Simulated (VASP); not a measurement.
Crystal: BaS.

```xyz
2
Lattice="3.8338 0.0000 0.0000 0.0000 3.8338 0.0000 0.0000 0.0000 3.8905" Properties=species:S:1:pos:R:3 pbc="T T T"
Ba    0.0000    0.0000    0.0000
S     1.9169    1.9169    1.9452
```

This cell differs from its parent crystal: uniaxial z strain +1.5%.

Base run:

| Quantity | Value |
| --- | --- |
| Program | VASP 6.6.1 |
| Functional | r2SCAN |
| Potentials or basis | VASP PAW PBE potentials, release 64 (Ba_sv, S) |
| Cutoff | 520 eV |
| k mesh | 6 × 6 × 6 |
| Occupations | gaussian, width 0.01 eV |
| Spin | no spin polarisation |

Its results: band gap on the k mesh 1.79 eV, indirect (least direct gap 1.90 eV); pressure 0.2 GPa.

Task: The run is repeated on the same cell with these changes: functional from r2SCAN to PBE; occupations from gaussian, width 0.01 eV to fermi-dirac, width 0.02 eV. What comes out?

Result: Band gap on the k mesh 1.42 eV, indirect (least direct gap 1.53 eV); pressure 0.5 GPa.

Caveats: spin-orbit coupling is left out, which moves the levels of the heavy elements; the PAW data sets were made with another functional, which shifts forces and pressure a little (some runs).

A k mesh can miss the band edges.
